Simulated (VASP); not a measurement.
## Rb: single point with PBE

The system is Rb.

```
Rb
1.0
     0.00000    3.63988    3.63988
     3.63988    0.00000    3.63988
     3.63988    3.63988    0.00000
Rb
1
Direct
  0.99313 0.00687 0.00687
```

| Quantity | Value |
| --- | --- |
| Program | VASP 6.6.1 |
| Task | single point |
| Functional | PBE |
| Potentials or basis | VASP PAW PBE potentials, release 64 (Rb_sv) |
| Cutoff | 500 eV |
| k mesh | 2 × 2 × 2 |
| Occupations | gaussian, width 0.1 eV |
| Spin | no spin polarisation |
| Dipole correction | no |
| Further INCAR settings | ALGO = Normal; EDIFF = 1e-06; NBANDS = 10 |

| Quantity | Value |
| --- | --- |
| Pressure | -0.2 GPa |

Levels at points of the mesh, in eV from the Fermi level:
| k point | band 1 | band 2 | band 3 | band 4 | band 5 | band 6 | band 7 | band 8 | band 9 | band 10 |
| --- | --- | --- | --- | --- | --- | --- | --- | --- | --- | --- |
| (0.00, 0.00, 0.00) | -29.04 | -13.09 | -13.09 | -13.09 | -2.03 | 3.36 | 3.36 | 3.36 | 4.67 | 4.67 |
| (0.50, 0.00, 0.00) | -29.03 | -13.16 | -13.10 | -13.10 | -0.05 | 0.54 | 3.19 | 3.19 | 5.17 | 5.54 |
| (0.50, 0.50, 0.00) | -29.03 | -13.16 | -13.11 | -13.11 | 0.60 | 1.14 | 1.63 | 4.15 | 4.15 | 4.49 |

It took 8.6 s on 1 thread of Intel Xeon 8259CL, with other jobs on the host, peak memory 0.22 GiB.

Caveat: the k points lie up to 0.75 Å⁻¹ apart.
